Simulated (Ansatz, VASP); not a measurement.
## One calculation of Co, two programs

File INCAR:

```
SYSTEM = Co
ALGO = Normal
EDIFF = 1E-6
ENCUT = 520
GGA = CA
ISIF = 2
ISMEAR = -1
ISPIN = 2
LASPH = .True.
LCHARG = .False.
LMAXMIX = 4
LORBIT = 11
LREAL = .False.
LWAVE = .False.
MAGMOM = 1.577 1.603 1.603
NBANDS = 24
NELM = 150
PREC = Accurate
SIGMA = 0.05
```

KPOINTS

```
k-points
0
Gamma
  11 11 15
  0 0 0
```

POSCAR

```
Co
1.0
    3.8034939335      0.0000000000      0.0000000000
   -1.9017469668      3.2939223695      0.0000000000
    0.0000000000      0.0000000000      2.3445860039
Co
3
Direct
    0.0000000000      0.0000000000      0.0000000000
    0.3333333333      0.6666666667      0.5000000000
    0.6666666667      0.3333333333      0.5000000000
```

Input for Ansatz:

```yaml
crystal:
  lattice:
    - [3.8034939335, 0.0, 0.0]
    - [-1.9017469668, 3.2939223695, 0.0]
    - [0.0, 0.0, 2.3445860039]
  atoms:
    - { symbol: Co, position: [0.0, 0.0, 0.0], spin: 1.577 }
    - { symbol: Co, position: [0.3333333333, 0.6666666667, 0.5], spin: 1.603 }
    - { symbol: Co, position: [0.6666666667, 0.3333333333, 0.5], spin: 1.603 }
hamiltonian:
  xc: lda
  pseudopotentials:
    kind: paw
    azcp:
      Co: "pseudopotentials/Co.paw.azcp"
basis:
  ecutwfc: 420
  fft_grid_basis: typed
kpoints:
  mp_grid: { grid: [11, 11, 15], shift: [0, 0, 0] }
magnetization:
  spin_polarized: true
scf:
  occupations: { method: fermi_dirac, width: 0.05 }
  lower_state_search: "off"
output:
  stress: true
```

Alike in both runs: task single point; functional LDA; k mesh 11 × 11 × 15; occupations fermi-dirac, width 0.05 eV; collinear spin.

|  | VASP | Ansatz |
| --- | --- | --- |
| version | VASP 6.6.1 | Ansatz 0.2.0 |
| potentials or method | VASP PAW LDA potentials, release 64 (Co), cutoff 520 eV | plane waves (420 eV) with PAW, scalar-relativistic |
| valence electrons in the cell | 27 | 51 |

|  | VASP | Ansatz | Ansatz less VASP |
| --- | --- | --- | --- |
| pressure (GPa) | 9.2 | 11.0 | +1.84 |
| traceless stress, the component that is largest in VASP (GPa) | -1.56 | -1.31 | +0.243 |
| net moment per atom (μB) | 1.46 | 1.50 | +0.042 |
| size of the moment on the site where the two differ most (μB) | 1.43 | 1.52 | +0.082 |

Ansatz warns that its potentials were made for another functional, while VASP's fit it. LDA's correlation is that of Perdew and Zunger in VASP and of Perdew and Wang (1992) in Ansatz. Site moments also hang on the region over which each program counts them. VASP's potentials hold 27 valence electrons a cell and Ansatz's 51, so a difference there can come from the potentials and not from the codes.
